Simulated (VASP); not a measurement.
The system is ZnCd2Se2S.

```
Zn Cd Se S
1.0
     3.99329    0.00000    0.00000
    -1.99664    3.45829    0.00000
     0.00000    0.00000   10.25886
Zn Cd Se S
1 2 2 1
Direct
  0.00000 0.00000 0.50000
  0.00000 0.00000 0.24469
  0.00000 0.00000 0.75531
  0.33333 0.66667 0.26182
  0.66667 0.33333 0.73818
  0.00000 0.00000 0.00000
```

The cell was built from a structure type or drawn by symmetry, and may not be a known phase.

| Property | Result |
| --- | --- |
| Program | VASP 6.6.1 |
| Task | relaxation of cell and atoms |
| Functional | PBE |
| Potentials or basis | VASP PAW PBE potentials, release 64 (Zn, Cd, Se, S) |
| Cutoff | 600 eV |
| k mesh | 6 × 6 × 2 |
| Occupations | gaussian, width 0.1 eV |
| Spin | no spin polarisation |

At the start: pressure 21.9 GPa; volume 23.61 Å³/atom.

Problem. Where does the relaxation end?

Solution. Over 30 steps the energy falls by 882.2 meV/atom and the volume is 25.56 Å³/atom (+8.3 %); space group P-3m1 (No. 164, to 0.1 Å) before and after.

The path:
```csv
step,energy change (eV),largest force (eV/Å),pressure (GPa),volume (Å³)
1,0.0000,1.5821,21.93,141.67
2,-2.9146,0.4530,-3.36,217.48
3,-3.1917,0.6847,-0.13,190.56
4,-3.1964,0.6413,-0.69,193.85
5,-3.1963,0.6562,-0.51,192.71
6,-3.2774,0.7210,-0.22,190.35
7,-3.3447,0.8791,0.92,184.50
8,-3.3506,0.8393,0.57,185.94
9,-3.4059,0.8659,0.47,185.80
10,-3.5777,0.9167,0.13,185.38
11,-3.9125,0.8908,-0.68,184.52
12,-4.2559,2.3048,-1.82,182.69
13,-4.2911,2.2980,-1.91,182.34
14,-4.3833,2.2826,-2.17,181.28
15,-4.4968,2.2984,-2.51,179.10
16,-4.3314,2.4921,-2.16,174.54
17,-4.5030,2.3527,-2.55,178.23
18,-4.6017,2.0759,-2.70,177.14
19,-4.8473,1.3954,-3.00,173.86
20,-5.1419,0.2493,-3.05,167.34
21,-4.9843,1.3486,-0.32,154.42
22,-5.1930,0.3327,-2.57,163.16
23,-5.2471,0.3373,-1.56,159.09
24,-5.2726,0.3390,-0.26,154.70
25,-5.2731,0.3389,-0.04,154.00
26,-5.2796,0.2468,-0.02,154.00
27,-5.2878,0.1147,0.04,154.01
28,-5.2905,0.0766,-0.09,154.12
29,-5.2921,0.0355,-0.31,154.30
30,-5.2933,0.0240,-0.07,153.37
```

Final structure:
```
Zn Cd Se S
1.0
     4.02147    0.00000    0.00000
    -2.01074    3.48270    0.00000
     0.00000    0.00000   10.95044
Zn Cd Se S
1 2 2 1
Direct
  0.00000 0.00000 0.50000
  0.00000 0.00000 0.21506
  0.00000 0.00000 0.78494
  0.33333 0.66667 0.36200
  0.66667 0.33333 0.63800
  0.00000 0.00000 0.00000
```
